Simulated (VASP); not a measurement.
Write the native input for VASP 6.6.1 that does the following.

```yaml
Task: single point
Functional: PBEsol
Potentials_or_basis: VASP PAW PBE potentials, release 64 (In_d)
Cutoff: 520 eV
k_mesh: 16 × 16 × 16
Occupations: fermi-dirac, width 0.1 eV
Spin: no spin polarisation
Dipole_correction: no
Further_INCAR_settings: ALGO = Normal; EDIFF = 1e-06; NBANDS = 12
```

The structure of In lies in POSCAR:

```
In
1.0
   -1.8308266263      1.8308266263      1.8308266263
    1.8308266263     -1.8308266263      1.8308266263
    1.8308266263      1.8308266263     -1.8308266263
In
1
Direct
    0.0000000000      0.0000000000      0.0000000000
```

This cell differs from its parent crystal: volume scaled by 0.95.

The input as run:

INCAR

```
ALGO = Normal
EDIFF = 1E-6
ENCUT = 520
GGA = PS
ISIF = 2
ISMEAR = -1
LASPH = True
LCHARG = False
LREAL = False
LWAVE = False
NBANDS = 12
NELM = 60
PREC = Accurate
SIGMA = 0.1
```

KPOINTS

```
k-points
0
Gamma
  16 16 16
```

Potentials or basis: VASP PAW PBE potentials, release 64 (In_d).

Launch:

```console
$ cat potpaw_PBE.64/In_d/POTCAR > POTCAR
$ mpirun -np 1 vasp_std > vasp.out
```

Results of the run:

```yaml
Pressure: 2.6 GPa
```

Caveat: the PAW data sets were made with another functional, which shifts forces and pressure a little.

Wall time 8.4 s on 1 thread of Intel(R) Xeon(R) 6975P-C (Granite Rapids), on a shared host, peak memory 0.16 GiB.
